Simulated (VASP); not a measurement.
# WS2 (R3m) in VASP: further runs

The runs below take WS2 through single point, with PBEsol+D3(BJ).

Program: VASP 6.6.1. These are calculated values, not measurements. Logs are shortened: lines on timing, memory, paths and dates and some standing lists are left out, and cuts for length are marked.

### Step 1. The cell of the first run

It takes space group R3m (No. 160, trigonal). The conventional cell has a = 3.120 Å, b = 3.120 Å, c = 17.524 Å, α = 90.00°, β = 90.00°, γ = 120.00°. W (site symmetry 3m) has 6 S at 2.39 Å and 6 W at 3.12 Å within 3.2 Å. Within 3.2 Å of S (site symmetry 3m) lie 3 W at 2.39 Å and 7 S at 3.12 to 3.14 Å. S (site symmetry 3m) has 3 W at 2.39 Å and 7 S at 3.12 to 3.14 Å within 3.2 Å.

### Step 2. Single point, PBEsol+D3(BJ)

Input file INCAR:

```
PREC = Accurate ; ENCUT = 520
EDIFF = 1E-6 ; ISMEAR = 0
SIGMA = 0.05 ; LREAL = F
LASPH = T ; NELM = 80
ALGO = Normal ; ISIF = 2
LWAVE = F ; LCHARG = T
GGA = PS ; IVDW = 12
LELF = T ; LVHAR = T
NBANDS = 64
```

Input file KPOINTS:

```
regular mesh
0
Gamma
  6 6 6
```

Input file POSCAR:

```
WS2
1.0
   -6.2407890192      0.0000000000      0.0000000000
   -3.1203945096      5.4046818303      0.0000000000
   -3.1203945096      1.8015606101     -5.8413921014
W S
4 8
Direct
    0.4993606434      0.9993606434      0.0019180698
    0.4993606434      0.4993606434      0.0019180698
    0.9993606434      0.9993606434      0.0019180698
    0.9993606434      0.4993606434      0.0019180698
    0.2554860797      0.7554860797      0.7335417609
    0.2554860797      0.2554860797      0.7335417609
    0.7554860797      0.7554860797      0.7335417609
    0.7554860797      0.2554860797      0.7335417609
    0.0764532769      0.5764532769      0.2706401693
    0.0764532769      0.0764532769      0.2706401693
    0.5764532769      0.5764532769      0.2706401693
    0.5764532769      0.0764532769      0.2706401693
```

Potentials or basis: VASP PAW PBE potentials, release 64 (W_sv, S).

Started as:

```console
cat potpaw_PBE.64/W_sv/POTCAR potpaw_PBE.64/S/POTCAR > POTCAR
mpirun -np 1 vasp_std > vasp.out
```

OUTCAR:

```text
PREC = Accurate
   ENCUT = 520
   EDIFF = 1E-6
   ISMEAR = 0
   LREAL = F
   LASPH = T
   NELM = 80
   ISIF = 2
   GGA = PS
   IVDW = 12
 IVDW          = 12

 ion  position               nearest neighbor table
   1  0.499  0.999  0.002-   8 2.39   6 2.39   7 2.39  12 2.39  10 2.39  11 2.39   3 3.12   3 3.12
                             2 3.12   4 3.12   2 3.12   4 3.12
   2  0.499  0.499  0.002-   7 2.39   5 2.39   8 2.39  11 2.39   9 2.39  12 2.39   4 3.12   4 3.12
                             1 3.12   3 3.12   3 3.12   1 3.12
   3  0.999  0.999  0.002-   6 2.39   8 2.39   5 2.39  10 2.39  12 2.39   9 2.39   1 3.12   1 3.12
                             2 3.12   4 3.12   4 3.12   2 3.12
   4  0.999  0.499  0.002-   5 2.39   7 2.39   6 2.39   9 2.39  11 2.39  10 2.39   2 3.12   2 3.12
                             1 3.12   3 3.12   1 3.12   3 3.12
   5  0.255  0.755  0.734-   4 2.39   2 2.39   3 2.39
   6  0.255  0.255  0.734-   3 2.39   1 2.39   4 2.39
   7  0.755  0.755  0.734-   2 2.39   4 2.39   1 2.39
   8  0.755  0.255  0.734-   1 2.39   3 2.39   2 2.39
   9  0.076  0.576  0.271-   4 2.39   2 2.39   3 2.39
  10  0.076  0.076  0.271-   3 2.39   1 2.39   4 2.39
  11  0.576  0.576  0.271-   2 2.39   4 2.39   1 2.39
  12  0.576  0.076  0.271-   1 2.39   3 2.39   2 2.39
[... 7 lines left out ...]
 A1 = (   3.1203945096,   1.8015606101,  -5.8413921014)
 A2 = (   0.0000000000,  -3.6031212202,  -5.8413921014)
 A3 = (  -3.1203945096,   1.8015606101,  -5.8413921014)

Analysis of symmetry for initial positions (statically):
=====================================================================
 Subroutine PRICEL returns following result:

  LATTYP: Found a trigonal (rhomboedric) cell.
 ALAT       =     6.1128947573
 COS(alpha) =     0.8697147721

  Lattice vectors:

 A1 = (   0.0000000000,   1.8015606101,  -5.8413921014)
 A2 = (   1.5601972548,  -0.9007803051,  -5.8413921014)
 A3 = (  -1.5601972548,  -0.9007803051,  -5.8413921014)

   4 primitive cells build up your supercell.

 Routine SETGRP: Setting up the symmetry group for a
 trigonal (rhombohedral) supercell.

 Subroutine GETGRP returns: Found  6 space group operations
 (whereof  6 operations were pure point group operations)
 out of a pool of 12 trial point group operations.

The static configuration has the point symmetry C_3v.

Analysis of symmetry for dynamics (positions and initial velocities):
=====================================================================
 Subroutine PRICEL returns following result:

  LATTYP: Found a trigonal (rhomboedric) cell.
 ALAT       =     6.1128947573
 COS(alpha) =     0.8697147721

  Lattice vectors:
[... 131 lines left out ...]
   ISMEAR =     0;   SIGMA  =   0.05  broadening in eV -4-tet -1-fermi 0-gaus
   EFERMI_NEDOS =   21; number of points for ismear=-14 and -15
   IALGO  =     38    algorithm
   IMIX   =      4    mixing-type and parameters
     AMIX     =   0.40;   BMIX     =  1.00
     AMIX_MAG =   1.60;   BMIX_MAG =  1.00
  volume/ion in A,a.u.               =      16.42       110.80
  Fermi-wavevector in a.u.,A,eV,Ry     =   1.323053  2.500208 23.816584  1.750470
  Thomas-Fermi vector in A             =   2.452689
   LORBIT       =      0    0 simple, 1 ext, 2 COOP (PROOUT), +10 PAW based schemes
   GGA     = PS    functional components
   LHFCALC =     F    Hartree Fock is set to
   AEXX    =    0.0000 exact exchange contribution
   IVDW    =    12    specifies the selected vdW correction
   LEPSILON=     F    determine dielectric tensor
   LRPA    =     F    only Hartree local field effects (RPA)
 non-spin polarized calculation
 Gauss-broadening in eV      SIGMA  =   0.05
  energy-cutoff  :      520.00
  volume of cell :      197.03
 maximum number of plane-waves:      5320
 NGX is ok and might be reduce to    48
   NGX = 23   NGY = 23   NGZ = 25

 number of electron     103.9999999 magnetization

 Free energy of the ion-electron system (eV)
  ---------------------------------------------------
  ext. energy  EPLUGINS =         0.00000000
  ---------------------------------------------------
  free energy    TOTEN  =      -100.86741503 eV

  energy without entropy =     -100.86741503  energy(sigma->0) =     -100.86741503

 E-fermi :   8.9497     XC(G=0): -11.6141

 val. band max:        8.6124722257   @ k =   0.0000   0.0000   0.5000
 cond. band min:       9.3283690303   @ k =  -0.3333   0.3333  -0.0000
 fundamental gap:      0.7158968047
 Fermi energy:         8.9497439361

 k-point     1 :       0.0000    0.0000    0.0000
  band No.  band energies     occupation
      1     -66.1203      2.00000
      2     -66.0977      2.00000
      3     -66.0977      2.00000
      4     -66.0977      2.00000
      5     -30.6147      2.00000
      6     -30.6147      2.00000
[... 1597 lines left out ...]
     63      11.3126      0.00000
     64      11.5635      0.00000

 [... further k-points ...]

------------------------ aborting loop because EDIFF is reached ----------------------------------------

 Edisp (eV)   -5.01633

 E8    (eV) :    -3.2554

  FORCE on cell =-STRESS in cart. coord.  units (eV):
  Direction    XX          YY          ZZ          XY          YZ          ZX
  --------------------------------------------------------------------------------------
  -------------------------------------------------------------------------------------
  Total       0.14981     0.14981     0.20407     0.00000    -0.00000     0.00000
  in kB       1.21819     1.21819     1.65942     0.00000    -0.00000     0.00000
  external pressure =        1.37 kB  Pullay stress =        0.00 kB

 VOLUME and BASIS-vectors are now :
 -----------------------------------------------------------------------------
  energy-cutoff  :      520.00
  volume of cell :      197.03
      direct lattice vectors                 reciprocal lattice vectors
    -6.240789019  0.000000000  0.000000000    -0.160236149 -0.092512384  0.057064023
    -3.120394510  5.404681830  0.000000000     0.000000000  0.185024768  0.057064023
    -3.120394510  1.801560610 -5.841392101     0.000000000  0.000000000 -0.171192069

 POSITION                                       TOTAL-FORCE (eV/Angst)
 -----------------------------------------------------------------------------------
     -6.24079      5.40468     -0.01120        -0.000000      0.000000      0.001622
     -4.68059      2.70234     -0.01120        -0.000000      0.000000      0.001622
     -9.36118      5.40468     -0.01120        -0.000000      0.000000      0.001622
     -7.80099      2.70234     -0.01120        -0.000000      0.000000      0.001622
     -6.24079      5.40468     -4.28491         0.000000      0.000000      0.017150
     -4.68059      2.70234     -4.28491         0.000000      0.000000      0.017150
     -9.36118      5.40468     -4.28491         0.000000      0.000000      0.017150
     -7.80099      2.70234     -4.28491        -0.000000      0.000000      0.017150
     -3.12039      3.60312     -1.58092         0.000000     -0.000000     -0.018772
     -1.56020      0.90078     -1.58092        -0.000000     -0.000000     -0.018772
     -6.24079      3.60312     -1.58092        -0.000000     -0.000000     -0.018772
     -4.68059      0.90078     -1.58092         0.000000     -0.000000     -0.018772
 -----------------------------------------------------------------------------------
    total drift:                               -0.000009      0.000005     -0.000037

  FREE ENERGIE OF THE ION-ELECTRON SYSTEM (eV)
  ---------------------------------------------------
  free  energy   TOTEN  =      -105.8837402313 eV

  energy  without entropy=     -105.8837402313  energy(sigma->0) =     -105.88374023
```

OSZICAR:

```text
N       E                     dE             d eps       ncg     rms          rms(c)
DAV:   1     0.111977490336E+04    0.11198E+04   -0.54400E+04  4296   0.165E+03
DAV:   2    -0.134192872458E+02   -0.11332E+04   -0.11006E+04  4600   0.468E+02
DAV:   3    -0.102627228362E+03   -0.89208E+02   -0.87144E+02  5000   0.122E+02
DAV:   4    -0.105714706164E+03   -0.30875E+01   -0.30655E+01  5072   0.219E+01
DAV:   5    -0.105785896047E+03   -0.71190E-01   -0.71039E-01  5096   0.358E+00    0.583E+01
DAV:   6    -0.101567166724E+03    0.42187E+01   -0.18390E+01  5000   0.194E+01    0.256E+01
DAV:   7    -0.101049501165E+03    0.51767E+00   -0.51351E+00  4832   0.777E+00    0.993E+00
DAV:   8    -0.100874488136E+03    0.17501E+00   -0.77892E-01  4968   0.391E+00    0.297E+00
DAV:   9    -0.100871426673E+03    0.30615E-02   -0.80360E-02  5528   0.101E+00    0.141E+00
DAV:  10    -0.100868164084E+03    0.32626E-02   -0.41528E-02  5136   0.914E-01    0.512E-01
DAV:  11    -0.100867427769E+03    0.73631E-03   -0.78500E-03  4944   0.386E-01    0.184E-01
DAV:  12    -0.100867393358E+03    0.34412E-04   -0.30672E-04  5176   0.906E-02    0.477E-02
DAV:  13    -0.100867414280E+03   -0.20922E-04   -0.44386E-05  5568   0.297E-02    0.281E-02
DAV:  14    -0.100867415029E+03   -0.74923E-06   -0.71302E-06  4568   0.940E-03
   1 F= -.10588374E+03 E0= -.10588374E+03  d E =-.226557E-23
```

stdout:

```text
POSCAR found type information on POSCAR W S
 POSCAR found :  2 types and      12 ions
 scaLAPACK will be used
 -----------------------------------------------------------------------------
|                                                                             |
|                                                                             |
|     You enforced a specific xc type in the INCAR file but a different       |
|     I HOPE YOU KNOW WHAT YOU ARE DOING!                                     |
|                                                                             |
 -----------------------------------------------------------------------------

 LDA part: xc-table for (Slater+PW92), standard interpolation
 POSCAR, INCAR and KPOINTS ok, starting setup
 FFT: planning ... GRIDC
 FFT: planning ... GRID_SOFT
 FFT: planning ... GRID
 WAVECAR not read
 entering main loop
```

It took 8.5 min on 1 thread of Intel Xeon Platinum 8259CL at 2.50GHz (Skylake/Cascade Lake), shared host; peak memory 0.51 GiB.

Results:

```
Free energy                : -105.8837 eV
Pressure                   : 0.1 GPa
Largest force              : 0.019 eV/Å
Band gap on the k mesh     : 0.72 eV
Dispersion energy per atom : -0.418 eV
```

Forces on the atoms (eV/Å):
```
W    0.000  0.000  0.002
W    0.000  0.000  0.002
W    0.000  0.000  0.002
W    0.000  0.000  0.002
S    0.000  0.000  0.017
S    0.000  0.000  0.017
S    0.000  0.000  0.017
S    0.000  0.000  0.017
S    0.000  0.000 -0.019
S    0.000  0.000 -0.019
S    0.000  0.000 -0.019
S    0.000  0.000 -0.019
```

Levels at points of the mesh, in eV from the valence-band top:
| k point | band 48 | band 49 | band 50 | band 51 | band 52 | band 53 | band 54 | band 55 | band 56 | band 57 |
| --- | --- | --- | --- | --- | --- | --- | --- | --- | --- | --- |
| (0.00, 0.00, 0.00) | -1.80 | -1.80 | -1.80 | -1.66 | -1.26 | 2.02 | 2.02 | 2.20 | 2.20 | 2.20 |
| (0.50, 0.00, 0.00) | -2.53 | -1.71 | -1.71 | -1.54 | -1.54 | 1.34 | 1.34 | 1.66 | 1.66 | 2.11 |
| (0.50, 0.50, 0.00) | -2.70 | -1.87 | -1.87 | -1.43 | -1.43 | 1.14 | 1.14 | 1.80 | 1.80 | 1.84 |
| (0.00, 0.00, 0.50) | -2.02 | -1.87 | -1.87 | -1.87 | 0.00 | 2.12 | 2.12 | 2.27 | 2.27 | 2.28 |

Caveat: the PAW data sets were made with another functional, which shifts forces and pressure a little; spin-orbit coupling is left out, which moves the levels of the heavy elements. A k mesh can miss the band edges.

### Step 3. Single point, PBEsol+D3(BJ) (volume scaled by 1.03, then relaxed in part)

Input file INCAR:

```
SYSTEM = WS2
PREC = Accurate
ENCUT = 520
EDIFF = 1E-6
ISMEAR = 0
SIGMA = 0.02
LREAL = .FALSE.
LASPH = .TRUE.
NELM = 100
ALGO = Normal
ISIF = 2
LWAVE = .FALSE.
LCHARG = .FALSE.
GGA = PS
IVDW = 12
NBANDS = 20
```

Input file KPOINTS:

```
Automatic mesh
0
G
  12 12 12
  0 0 0
```

Input file POSCAR:

```
WS2
1.0
    1.5664735332      0.9044039161      5.9685177892
   -1.5664735332      0.9044039161      5.9685177892
    0.0000000000     -1.8088078321      5.9685177892
W S
1 2
Direct
    0.0006517312      0.0006517312      0.0006517312
    0.2464624302      0.2464624302      0.2464624302
    0.4215858386      0.4215858386      0.4215858386
```

Potentials or basis: VASP PAW PBE potentials, release 64 (W_sv, S).

Started as:

```console
cat potpaw_PBE.64/W_sv/POTCAR potpaw_PBE.64/S/POTCAR > POTCAR
mpirun -np 1 vasp_std > vasp.out
```

OUTCAR:

```text
SYSTEM = WS2
   PREC = Accurate
   ENCUT = 520
   EDIFF = 1E-6
   ISMEAR = 0
   LREAL = .FALSE.
   LASPH = .TRUE.
   NELM = 100
   ISIF = 2
   GGA = PS
   IVDW = 12
 IVDW          = 12

 ion  position               nearest neighbor table
   1  0.001  0.001  0.001-   2 2.39   2 2.39   2 2.39   3 2.39   3 2.39   3 2.39
   2  0.246  0.246  0.246-   1 2.39   1 2.39   1 2.39
   3  0.422  0.422  0.422-   1 2.39   1 2.39   1 2.39

  LATTYP: Found a trigonal (rhomboedric) cell.
 ALAT       =     6.2365848326
 COS(alpha) =     0.8738223454

  Lattice vectors:
[... 743 lines left out ...]

 Edisp (eV)   -1.21491

 E8    (eV) :    -0.7880

  FORCE on cell =-STRESS in cart. coord.  units (eV):
  Direction    XX          YY          ZZ          XY          YZ          ZX
  --------------------------------------------------------------------------------------
  -------------------------------------------------------------------------------------
  Total      -0.50216    -0.50216    -0.48563     0.00000    -0.00000     0.00000
  in kB     -15.85813   -15.85813   -15.33615     0.00000    -0.00000     0.00000
  external pressure =      -15.68 kB  Pullay stress =        0.00 kB

 VOLUME and BASIS-vectors are now :
 -----------------------------------------------------------------------------
  energy-cutoff  :      520.00
  volume of cell :       50.73
      direct lattice vectors                 reciprocal lattice vectors
     1.566473533  0.904403916  5.968517789     0.319188285  0.184283442  0.055848595
    -1.566473533  0.904403916  5.968517789    -0.319188285  0.184283442  0.055848595
     0.000000000 -1.808807832  5.968517789     0.000000000 -0.368566884  0.055848595

 POSITION                                       TOTAL-FORCE (eV/Angst)
 -----------------------------------------------------------------------------------
      0.00000      0.00000      0.01167         0.000000      0.000000      0.000484
      0.00000      0.00000      4.41305         0.000000     -0.000000     -0.019547
      0.00000      0.00000      7.54873         0.000000      0.000000      0.019063
 -----------------------------------------------------------------------------------
    total drift:                                0.000000     -0.000000     -0.000015

  FREE ENERGIE OF THE ION-ELECTRON SYSTEM (eV)
  ---------------------------------------------------
  free  energy   TOTEN  =       -26.4634807485 eV

  energy  without entropy=      -26.4634807485  energy(sigma->0) =      -26.46348075
```

stdout:

```text
POSCAR found type information on POSCAR W S
 POSCAR found :  2 types and       3 ions
 scaLAPACK will be used
 -----------------------------------------------------------------------------
|                                                                             |
|                                                                             |
|     You enforced a specific xc type in the INCAR file but a different       |
|     I HOPE YOU KNOW WHAT YOU ARE DOING!                                     |
|                                                                             |
 -----------------------------------------------------------------------------

 LDA part: xc-table for (Slater+PW92), standard interpolation
 POSCAR, INCAR and KPOINTS ok, starting setup
 FFT: planning ... GRIDC
 FFT: planning ... GRID_SOFT
 FFT: planning ... GRID
 WAVECAR not read
 entering main loop
```

Run time: 6.3 min. Hardware: 1 thread of AMD EPYC 9R45 (Zen 5), shared host; peak memory 0.41 GiB.

Results:

- Free energy: -26.4635 eV
- Pressure: -1.6 GPa
- Largest force: 0.020 eV/Å
- Band gap on the k mesh: 0.83 eV, indirect (least direct gap 1.99 eV)
- Dispersion energy per atom: -0.405 eV

Forces on the atoms (eV/Å):
```
W    0.000  0.000  0.000
S    0.000  0.000 -0.020
S    0.000  0.000  0.019
```

Levels at points of the mesh, in eV from the valence-band top:
```csv
k point,band 9,band 10,band 11,band 12,band 13,band 14,band 15,band 16,band 17,band 18
"(0.00, 0.00, 0.00)",-3.62,-2.38,-2.38,-1.51,-1.37,2.13,2.13,2.50,2.50,4.71
"(0.50, 0.00, 0.00)",-5.54,-4.31,-2.68,-1.90,-1.83,2.32,2.49,3.60,3.71,4.42
"(0.50, 0.50, 0.00)",-5.16,-4.18,-3.44,-2.14,-1.69,2.25,2.67,3.12,4.43,4.95
"(0.50, 0.50, 0.50)",-3.65,-3.65,-2.32,-2.32,0.00,2.23,2.23,2.33,2.33,4.91
```

Caveat: the PAW data sets were made with another functional, which shifts forces and pressure a little; spin-orbit coupling is left out, which moves the levels of the heavy elements. A k mesh can miss the band edges.
